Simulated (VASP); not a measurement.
# GaN (P6_3mc) in VASP: notebook, part 2 of 2

VASP 6.6.1.

## Step 3: Single point, PBEsol

Contents of INCAR:

```
ALGO = Normal
EDIFF = 1E-7
ENCUT = 520
GGA = PS
ISIF = 2
ISMEAR = 0
LASPH = T
LCHARG = F
LREAL = F
LWAVE = F
NBANDS = 26
NELM = 100
PREC = Accurate
SIGMA = 0.02
```

Contents of KPOINTS:

```
k-points
0
Gamma
  9 9 6
```

Contents of POSCAR:

```
GaN
1.0
    3.1828016718      0.0000000000      0.0000000000
   -1.5914008359      2.7563871030      0.0000000000
    0.0000000000      0.0000000000      5.1851997656
Ga N
2 2
Direct
    0.6666666667      0.3333333333      0.4991747701
    0.3333333333      0.6666666667      0.9991747701
    0.6666666667      0.3333333333      0.8758252299
    0.3333333333      0.6666666667      0.3758252299
```

Potentials or basis: VASP PAW PBE potentials, release 64 (Ga_d, N).

Started as:

```bash
$ cat potpaw_PBE.64/Ga_d/POTCAR potpaw_PBE.64/N/POTCAR > POTCAR
$ mpirun -np 1 vasp_std > vasp.out
```

OUTCAR:

```text
EDIFF = 1E-7
   ENCUT = 520
   GGA = PS
   ISIF = 2
   ISMEAR = 0
   LASPH = T
   LREAL = F
   NELM = 100
   PREC = Accurate

 ion  position               nearest neighbor table
   1  0.667  0.333  0.499-   4 1.95   4 1.95   4 1.95   3 1.95
   2  0.333  0.667  0.999-   3 1.95   3 1.95   3 1.95   4 1.95
   3  0.667  0.333  0.876-   2 1.95   2 1.95   2 1.95   1 1.95
   4  0.333  0.667  0.376-   1 1.95   1 1.95   1 1.95   2 1.95

  LATTYP: Found a hexagonal cell.
 ALAT       =     3.1828016718
 C/A-ratio  =     1.6291306529

  Lattice vectors:

 A1 = (   3.1828016718,   0.0000000000,   0.0000000000)
 A2 = (  -1.5914008359,   2.7563871030,   0.0000000000)
 A3 = (   0.0000000000,   0.0000000000,   5.1851997656)

Analysis of symmetry for initial positions (statically):
=====================================================================
 Subroutine PRICEL returns:
 Original cell was already a primitive cell.

 Routine SETGRP: Setting up the symmetry group for a
 hexagonal supercell.

[... 169 lines left out ...]
  free energy    TOTEN  =       -26.26845301 eV

  energy without entropy =      -26.26845301  energy(sigma->0) =      -26.26845301

 E-fermi :   5.3775     XC(G=0): -11.9278

 val. band max:        5.2348121450   @ k =   0.0000   0.0000   0.0000
 cond. band min:       7.1285815942   @ k =   0.0000   0.0000   0.0000
 fundamental gap:      1.8937694493
 Fermi energy:         5.3775388630

 k-point     1 :       0.0000    0.0000    0.0000
  band No.  band energies     occupation
      1     -10.7813      2.00000
      2      -9.8126      2.00000
      3      -8.1697      2.00000
      4      -8.1539      2.00000
      5      -8.1539      2.00000
      6      -8.0912      2.00000
[... 685 lines left out ...]
     25      18.1356      0.00000
     26      18.3163      0.00000

 [... further k-points ...]

------------------------ aborting loop because EDIFF is reached ----------------------------------------

  FORCE on cell =-STRESS in cart. coord.  units (eV):
  Direction    XX          YY          ZZ          XY          YZ          ZX
  --------------------------------------------------------------------------------------
  -------------------------------------------------------------------------------------
  Total       -0.0697393     -0.0697393     -0.0528870      0.0000000      0.0000000     -0.0000000
  in kB       -2.4562510     -2.4562510     -1.8627071      0.0000000      0.0000000     -0.0000000
  external PRESSURE =      -2.2584030 kB  Pullay stress =       0.0000000 kB

 VOLUME and BASIS-vectors are now :
 -----------------------------------------------------------------------------
  energy-cutoff  :      520.00
  volume of cell :       45.49
      direct lattice vectors                 reciprocal lattice vectors
     3.182801672  0.000000000  0.000000000     0.314188600  0.181396873  0.000000000
    -1.591400836  2.756387103  0.000000000     0.000000000  0.362793745  0.000000000
     0.000000000  0.000000000  5.185199766     0.000000000  0.000000000  0.192856601

 POSITION                                       TOTAL-FORCE (eV/Angst)
 -----------------------------------------------------------------------------------
      1.59140      0.91880      2.58832        -0.000000      0.000000      0.000687
     -0.00000      1.83759      5.18092         0.000000     -0.000000      0.000687
      1.59140      0.91880      4.54133         0.000000      0.000000     -0.000687
     -0.00000      1.83759      1.94873        -0.000000      0.000000     -0.000687
 -----------------------------------------------------------------------------------
    total drift:                               -0.000001     -0.000001     -0.000603

  FREE ENERGIE OF THE ION-ELECTRON SYSTEM (eV)
  ---------------------------------------------------
  free  energy   TOTEN  =       -26.2684530103 eV

  energy  without entropy=      -26.2684530103  energy(sigma->0) =      -26.26845301
```

OSZICAR:

```text
N       E                     dE             d eps       ncg     rms          rms(c)
DAV:   1     0.276502987697E+03    0.27650E+03   -0.17583E+04  2758   0.259E+03
DAV:   2     0.572368873166E+01   -0.27078E+03   -0.25627E+03  2696   0.484E+02
DAV:   3    -0.287379472683E+02   -0.34462E+02   -0.33948E+02  2982   0.142E+02
DAV:   4    -0.298864364860E+02   -0.11485E+01   -0.11435E+01  2930   0.276E+01
DAV:   5    -0.299121323181E+02   -0.25696E-01   -0.25668E-01  3082   0.393E+00    0.102E+01
DAV:   6    -0.262598087967E+02    0.36523E+01   -0.86877E+00  4118   0.487E+01    0.309E+00
DAV:   7    -0.263117167957E+02   -0.51908E-01   -0.12375E+00  2642   0.803E+00    0.262E+00
DAV:   8    -0.262890745689E+02    0.22642E-01   -0.18981E-01  4140   0.506E+00    0.113E+00
DAV:   9    -0.262679814314E+02    0.21093E-01   -0.58931E-02  3990   0.394E+00    0.355E-01
DAV:  10    -0.262685418344E+02   -0.56040E-03   -0.53913E-03  2636   0.510E-01    0.126E-01
DAV:  11    -0.262684640203E+02    0.77814E-04   -0.62459E-04  3674   0.483E-01    0.672E-02
DAV:  12    -0.262684776050E+02   -0.13585E-04   -0.83703E-05  2658   0.615E-02    0.860E-02
DAV:  13    -0.262684602402E+02    0.17365E-04   -0.16561E-05  3664   0.422E-02    0.544E-02
DAV:  14    -0.262684552131E+02    0.50271E-05   -0.83703E-06  3976   0.243E-02    0.263E-02
DAV:  15    -0.262684542546E+02    0.95852E-06   -0.10043E-06  3814   0.998E-03    0.188E-02
DAV:  16    -0.262684531833E+02    0.10713E-05   -0.11761E-06  3110   0.155E-02    0.766E-03
DAV:  17    -0.262684530375E+02    0.14587E-06   -0.55447E-07  2816   0.524E-03    0.230E-03
DAV:  18    -0.262684530103E+02    0.27120E-07   -0.46221E-08  1372   0.173E-03
   1 F= -.26268453E+02 E0= -.26268453E+02  d E =-.354264E-26
```

Wall time 36 s (1 thread of AMD EPYC 9R45 (Zen 5), shared host); peak memory 0.16 GiB.

Results:

```yaml
Free_energy: -26.2685 eV
Pressure: -0.2 GPa
Band_gap_on_the_k_mesh: 1.89 eV, direct
```

Caveat: the PAW data sets were made with another functional, which shifts forces and pressure a little.
